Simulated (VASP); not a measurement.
Set up this calculation in VASP 6.6.1, as the native input.

* Task: single point
* Functional: r2SCAN
* Potentials or basis: VASP PAW PBE potentials, release 64 (Al, Cu)
* Cutoff: 520 eV
* k mesh: 12 × 12 × 8
* Occupations: gaussian, width 0.1 eV
* Spin: no spin polarisation
* Dipole correction: no
* Further INCAR settings: ALGO = Normal; EDIFF = 1e-06; NBANDS = 24

Crystal: Al3Cu2.

```xyz
5
Lattice="4.0920 0.0000 0.0000 -2.0460 3.5437 0.0000 0.0000 0.0000 4.9928" Properties=species:S:1:pos:R:3 pbc="T T T"
Al    0.0000    0.0000    0.0000
Al    0.0000    2.3625    1.7471
Al    2.0460    1.1812    3.2457
Cu    0.0000    2.3625    4.1915
Cu    2.0460    1.1812    0.8013
```

One way to write it, as run:

POSCAR

```
Al3Cu2
1.0
    4.0919516368      0.0000000000      0.0000000000
   -2.0459758184      3.5437340685      0.0000000000
    0.0000000000      0.0000000000      4.9927787000
Al Cu
3 2
Direct
    0.0000000000      0.0000000000      0.0000000000
    0.3333333300      0.6666666700      0.3499253500
    0.6666666700      0.3333333300      0.6500746500
    0.3333333300      0.6666666700      0.8395121300
    0.6666666700      0.3333333300      0.1604878700
```

INCAR.step1

```
SYSTEM = Al3Cu2
PREC     = Accurate       ! precision mode
ENCUT    = 520            ! plane-wave cutoff, eV
ISMEAR   = 0              ! smearing method
SIGMA    = 0.1            ! smearing width, eV
LREAL    = .FALSE.        ! projectors in reciprocal space
LASPH    = .TRUE.         ! aspherical terms in the spheres
NELM     = 100            ! most SCF steps
NBANDS   = 24             ! bands
GGA      = PE             ! functional
ALGO     = Normal         ! electronic algorithm
EDIFF    = 1E-4           ! SCF threshold, eV
LWAVE    = .TRUE.         ! write WAVECAR
LCHARG   = .FALSE.        ! write CHGCAR
```

INCAR.step2

```
SYSTEM = Al3Cu2
PREC     = Accurate       ! precision mode
ENCUT    = 520            ! plane-wave cutoff, eV
EDIFF    = 1E-6           ! SCF threshold, eV
ISMEAR   = 0              ! smearing method
SIGMA    = 0.1            ! smearing width, eV
LREAL    = .FALSE.        ! projectors in reciprocal space
LASPH    = .TRUE.         ! aspherical terms in the spheres
NELM     = 100            ! most SCF steps
ALGO     = Normal         ! electronic algorithm
ISIF     = 2              ! what is computed and relaxed
LWAVE    = .FALSE.        ! write WAVECAR
LCHARG   = .TRUE.         ! write CHGCAR
METAGGA  = R2SCAN         ! meta-GGA
LMIXTAU  = .TRUE.       
LELF     = .TRUE.         ! ELF
LVHAR    = .TRUE.       
NBANDS   = 24             ! bands
ISTART   = 1
```

KPOINTS

```
regular mesh
0
G
  12 12 8
  0 0 0
```

Potentials or basis: VASP PAW PBE potentials, release 64 (Al, Cu).

Run with:

```console
$ cat potpaw_PBE.64/Al/POTCAR potpaw_PBE.64/Cu/POTCAR > POTCAR
$ cp INCAR.step1 INCAR
$ mpirun -np 1 vasp_std > vasp.out
$ cp INCAR.step2 INCAR
$ mpirun -np 1 vasp_std > vasp.out
```

It gave:

* Pressure: 0.4 GPa
* Largest force: 0.016 eV/Å
* Band gap on the k mesh: zero (an odd number of electrons rules out a gap without spin polarisation)

Caveat: the PAW data sets were made with another functional, which shifts forces and pressure a little.

Run time: 14 min on 1 thread of Oxide Virtual Turin-like Processor, on a shared host, peak memory 0.3 GiB.
